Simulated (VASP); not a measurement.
Write the native input for VASP 6.6.1 that does the following.

| Item | Value |
| --- | --- |
| Task | density of states |
| Functional | PBE |
| Potentials or basis | VASP PAW PBE potentials, release 64 (Cu) |
| Cutoff | 520 eV |
| k mesh | 20 × 20 × 20 |
| Occupations | gaussian, width 0.05 eV |
| Spin | no spin polarisation |
| Dipole correction | no |
| k mesh for the DOS | 30 × 30 × 30 |
| Occupations for the DOS | tetrahedron |
| Further INCAR settings | ALGO = Normal; EDIFF = 1e-07 |

Cu:

```
CELL_PARAMETERS angstrom
-1.44191 1.44191 1.44191
1.44191 -1.44191 1.44191
1.44191 1.44191 -1.44191
ATOMIC_POSITIONS crystal
Cu 0.00000 0.00000 0.00000
```

One way to write it, as run:

POSCAR

```
Cu
1.0
   -1.4419097014      1.4419097014      1.4419097014
    1.4419097014     -1.4419097014      1.4419097014
    1.4419097014      1.4419097014     -1.4419097014
Cu
1
Direct
    0.0000000000      0.0000000000      0.0000000000
```

INCAR.step1

```
  ALGO = Normal
  EDIFF = 1E-7
  ENCUT = 520
  GGA = PE
  ISIF = 2
  ISMEAR = 0
  LASPH = True
  LCHARG = True
  LMAXMIX = 4
  LREAL = False
  LWAVE = False
  NBANDS = 12
  NELM = 100
  PREC = Accurate
  SIGMA = 0.05
```

KPOINTS.step1

```
k-points
0
Gamma
  20 20 20
```

INCAR.step2

```
  ALGO = Normal
  EDIFF = 1E-7
  ENCUT = 520
  GGA = PE
  ICHARG = 11
  ISIF = 2
  ISMEAR = -5
  LASPH = True
  LCHARG = False
  LMAXMIX = 4
  LORBIT = 11
  LREAL = False
  LWAVE = False
  NEDOS = 1001
  NELM = 100
  PREC = Accurate
  SIGMA = 0.05
```

KPOINTS.step2

```
k-points
0
Gamma
  30 30 30
```

Potentials or basis: VASP PAW PBE potentials, release 64 (Cu).

Command:

```console
$ cat potpaw_PBE.64/Cu/POTCAR > POTCAR
$ cp INCAR.step1 INCAR
$ cp KPOINTS.step1 KPOINTS
$ mpirun -np 1 vasp_std > vasp.out
$ cp INCAR.step2 INCAR
$ cp KPOINTS.step2 KPOINTS
$ mpirun -np 1 vasp_std > vasp.out
```

It gave:

```
Valence electrons inside the program's atomic spheres : Cu 9.99
```

It took 71 s on 1 thread of Intel Xeon 6975P-C, with other jobs on the host, peak memory 0.24 GiB.
